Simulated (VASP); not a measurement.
# Te (C2/m) in VASP: settings compared, part 2 of 2

VASP 6.6.1. Earlier steps stand in the parts before.

### Step 3. Single point, LDA

This run uses another cell than the first one, of 32.70 Å³/atom.

The input, INCAR:

```
  PREC = Accurate
  ENCUT = 520
  EDIFF = 1E-7
  ISMEAR = -1
  SIGMA = 0.05
  LREAL = False
  LASPH = True
  NELM = 80
  ALGO = Normal
  ISIF = 2
  LWAVE = False
  LCHARG = True
  GGA = CA
  LELF = True
  LVHAR = True
  NBANDS = 16
```

The input, KPOINTS:

```
regular mesh
0
Gamma
  4 4 3
```

The input, POSCAR:

```
Te
1.0
    3.8202894285     -2.1482026000      0.0000000000
    3.8202894285      2.1482026000      0.0000000000
   -0.0942908673      0.0000000000      5.9760906531
Te
3
Direct
    0.0000000000      0.0000000000      0.0000000000
    0.3094466100      0.3094466100      0.3388094900
    0.6905533900      0.6905533900      0.6611905100
```

Potentials or basis: VASP PAW LDA potentials, release 64 (Te).

Run with:

```bash
$ cat potpaw_LDA.64/Te/POTCAR > POTCAR
$ mpirun -np 1 vasp_std > vasp.out
```

OUTCAR:

```text
PREC = Accurate
   ENCUT = 520
   EDIFF = 1E-7
   ISMEAR = -1
   LREAL = False
   LASPH = True
   NELM = 80
   ISIF = 2
   GGA = CA

 ion  position               nearest neighbor table
   1  0.000  0.000  0.000-   2 3.09   3 3.09   3 3.31   3 3.31   2 3.31   2 3.31
   2  0.309  0.309  0.339-   3 3.03   3 3.03   1 3.09   1 3.31   1 3.31   3 3.47
   3  0.691  0.691  0.661-   2 3.03   2 3.03   1 3.09   1 3.31   1 3.31   2 3.47

  LATTYP: Found a base centered monoclinic cell.
 ALAT       =     7.6405788570
 B/A-ratio  =     0.5623140969
 C/A-ratio  =     0.7822489081
 COS(beta)  =    -0.0157760547

  Lattice vectors:

 A1 = (   3.8202894285,  -2.1482026000,   0.0000000000)
 A2 = (   3.8202894285,   2.1482026000,   0.0000000000)
 A3 = (  -0.0942908673,   0.0000000000,   5.9760906531)

Analysis of symmetry for initial positions (statically):
=====================================================================
 Subroutine PRICEL returns:
 Original cell was already a primitive cell.

 Routine SETGRP: Setting up the symmetry group for a
 base centered monoclinic supercell.

 Subroutine GETGRP returns: Found  4 space group operations
[... 161 lines left out ...]
 val. band max:        6.3568903122   @ k =   0.5000   0.5000   0.0000
 cond. band min:       6.5221931970   @ k =   0.5000  -0.0000   0.0000
 fundamental gap:      0.1653028848
 Fermi energy:         6.3609162202

 k-point     1 :       0.0000    0.0000    0.0000
  band No.  band energies     occupation
      1      -7.3944      2.00000
      2      -4.2198      2.00000
      3      -4.0760      2.00000
      4       3.5768      2.00000
      5       3.6158      2.00000
      6       4.0496      2.00000
[... 300 lines left out ...]
      3      -3.0704      2.00000
      4       1.5458      2.00000
      5       2.3189      2.00000
      6       3.0346      2.00000
[... 8 lines left out ...]
     15      13.2933      0.00000
     16      13.3537      0.00000

------------------------ aborting loop because EDIFF is reached ----------------------------------------

  FORCE on cell =-STRESS in cart. coord.  units (eV):
  Direction    XX          YY          ZZ          XY          YZ          ZX
  --------------------------------------------------------------------------------------
  -------------------------------------------------------------------------------------
  Total       -1.4295122     -1.4310281     -1.8746139      0.0000000      0.0000000      0.0232890
  in kB      -23.3496171    -23.3743778    -30.6198971      0.0000000      0.0000000      0.3804019
  external PRESSURE =     -25.7812974 kB  Pullay stress =       0.0000000 kB

 VOLUME and BASIS-vectors are now :
 -----------------------------------------------------------------------------
  energy-cutoff  :      520.00
  volume of cell :       98.09
      direct lattice vectors                 reciprocal lattice vectors
     3.820289429 -2.148202600  0.000000000     0.130880136 -0.232752721  0.002065029
     3.820289429  2.148202600  0.000000000     0.130880136  0.232752721  0.002065029
    -0.094290867  0.000000000  5.976090653     0.000000000  0.000000000  0.167333472

 POSITION                                       TOTAL-FORCE (eV/Angst)
 -----------------------------------------------------------------------------------
      0.00000      0.00000      0.00000         0.000000      0.000000      0.000000
      2.33240      0.00000      2.02476         0.034496      0.000000      0.049300
      5.21388      0.00000      3.95133        -0.034496      0.000000     -0.049300
 -----------------------------------------------------------------------------------
    total drift:                               -0.000000     -0.000000     -0.000000

  FREE ENERGIE OF THE ION-ELECTRON SYSTEM (eV)
  ---------------------------------------------------
  free  energy   TOTEN  =       -11.2408139152 eV

  energy  without entropy=      -11.2311586785  energy(sigma->0) =      -11.23598630
```

OSZICAR:

```text
N       E                     dE             d eps       ncg     rms          rms(c)
DAV:   1     0.659430208274E+02    0.65943E+02   -0.64085E+03   544   0.888E+02
DAV:   2    -0.720029591102E+01   -0.73143E+02   -0.69492E+02   744   0.134E+02
DAV:   3    -0.112133828385E+02   -0.40131E+01   -0.39949E+01   688   0.344E+01
DAV:   4    -0.112762645757E+02   -0.62882E-01   -0.62875E-01   816   0.517E+00
DAV:   5    -0.112771537030E+02   -0.88913E-03   -0.88912E-03   728   0.533E-01    0.125E+01
DAV:   6    -0.112480328078E+02    0.29121E-01   -0.33596E-02   664   0.103E+00    0.765E+00
DAV:   7    -0.112414719793E+02    0.65608E-02   -0.32515E-02   720   0.976E-01    0.550E-01
DAV:   8    -0.112410506520E+02    0.42133E-03   -0.31979E-03   688   0.337E-01    0.226E-01
DAV:   9    -0.112408258463E+02    0.22481E-03   -0.51581E-04   744   0.128E-01    0.925E-02
DAV:  10    -0.112408174654E+02    0.83808E-05   -0.15387E-04   720   0.618E-02    0.282E-02
DAV:  11    -0.112408138698E+02    0.35956E-05   -0.23277E-05   648   0.270E-02    0.120E-02
DAV:  12    -0.112408139082E+02   -0.38352E-07   -0.13998E-06   760   0.709E-03    0.557E-03
DAV:  13    -0.112408139152E+02   -0.70070E-08   -0.12579E-07   520   0.194E-03
   1 F= -.11240814E+02 E0= -.11235986E+02  d E =-.965524E-02
```

stdout:

```text
POSCAR found type information on POSCAR Te
 POSCAR found :  1 types and       3 ions
 scaLAPACK will be used
 LDA part: xc-table for (Slater(with rela. corr.)+CA(PZ))
 , standard interpolation
 POSCAR, INCAR and KPOINTS ok, starting setup
 FFT: planning ... GRIDC
 FFT: planning ... GRID_SOFT
 FFT: planning ... GRID
 WAVECAR not read
 entering main loop
```

Run time: 36 s. Hardware: 1 thread of Intel Xeon 8259CL, shared host; peak memory 0.2 GiB.

What came out:

```yaml
Free_energy: -11.2408 eV
Pressure: -2.6 GPa
Largest_force: 0.060 eV/Å
```

Forces in eV/Å, atoms in the order of the input:
```
Te   0.000  0.000  0.000
Te   0.034  0.000  0.049
Te  -0.034  0.000 -0.049
```

Levels at points of the mesh, in eV from the Fermi level:
```
           k point  band 5  band 6  band 7  band 8  band 9  band 10  band 11  band 12  band 13  band 14
(0.00, 0.00, 0.00)   -2.75   -2.31   -2.10   -1.69   -1.47     0.89     0.92     1.46     4.63     5.03
(0.50, 0.00, 0.00)   -4.53   -4.17   -3.87   -0.69   -0.67     0.16     0.28     2.31     3.49     7.82
(0.50, 0.50, 0.00)   -4.25   -4.13   -4.02   -0.39   -0.21     0.00     0.16     2.34     3.57     7.64
```

Caveat: the k points lie up to 0.42 Å⁻¹ apart; spin-orbit coupling is left out, which moves the levels of the heavy elements.

### Step 4. Single point, PBEsol

This run uses another cell than the first one, of 32.70 Å³/atom.

The input, INCAR:

```
PREC = Accurate
ENCUT = 520
EDIFF = 1E-7
ISMEAR = -1
SIGMA = 0.05
LREAL = False
LASPH = True
NELM = 80
ALGO = Normal
ISIF = 2
LWAVE = False
LCHARG = False
GGA = PS
NBANDS = 16
```

KPOINTS is that of step 3.

POSCAR is that of step 3.

Potentials or basis: VASP PAW PBE potentials, release 64 (Te).

Run with:

```bash
$ cat potpaw_PBE.64/Te/POTCAR > POTCAR
$ mpirun -np 1 vasp_std > vasp.out
```

Run time: 41 s. Hardware: 1 thread of Intel Xeon 8259CL, shared host; peak memory 0.24 GiB.

It converged, with:

* Free energy: -10.4296 eV
* Pressure: -1.6 GPa
* Largest force: 0.067 eV/Å

Forces on the atoms (eV/Å):
```
Te   0.000  0.000  0.000
Te   0.048  0.000  0.046
Te  -0.048  0.000 -0.046
```

Stress tensor (GPa, compression positive):
```
-1.47  0.00  0.04
 0.00 -1.49  0.00
 0.04  0.00 -1.98
```

Levels at points of the mesh, in eV from the Fermi level:
```
           k point  band 7  band 8  band 9  band 10  band 11  band 12
(0.00, 0.00, 0.00)   -2.11   -1.70   -1.49     0.90     0.94     1.48
(0.50, 0.00, 0.00)   -3.90   -0.69   -0.68     0.16     0.28     2.27
(0.50, 0.50, 0.00)   -4.04   -0.40   -0.20     0.00     0.17     2.30
```

Caveat: the k points lie up to 0.42 Å⁻¹ apart; the PAW data sets were made with another functional, which shifts forces and pressure a little; spin-orbit coupling is left out, which moves the levels of the heavy elements.

### Step 5. The runs side by side

| level | potentials or basis | cell | k mesh | pressure (GPa) | largest force (eV/Å) |
| --- | --- | --- | --- | --- | --- |
| PBEsol | VASP PAW PBE potentials, release 64 (Te) | a = 4.469, b = 4.469, c = 6.094 Å, angles 90.8, 90.8, 58.7°, 3 atoms | 7 × 7 × 5 | -4.3 | 0.06 |
| LDA | VASP PAW LDA potentials, release 64 (Te) | a = 4.383, b = 4.383, c = 5.977 Å, angles 90.8, 90.8, 58.7°, 3 atoms | 4 × 4 × 3 | -2.6 | 0.06 |
| PBEsol | VASP PAW PBE potentials, release 64 (Te) | a = 4.383, b = 4.383, c = 5.977 Å, angles 90.8, 90.8, 58.7°, 3 atoms | 4 × 4 × 3 | -1.6 | 0.07 |

Alike in all rows: task single point; no spin polarisation; cutoff (eV) 520; smearing fermi-dirac 0.05 eV.

Caveats: some runs use coarse meshes; spin-orbit coupling is left out, which moves the levels of the heavy elements; the PAW data sets were made with another functional, which shifts forces and pressure a little (at least some runs); the cell stands under tension (at least some runs); an odd mesh through Γ misses points on the zone boundary, where band edges can lie (at least some runs).

Total energies depend on the potentials used, so only differences within one code and one set of settings carry meaning.
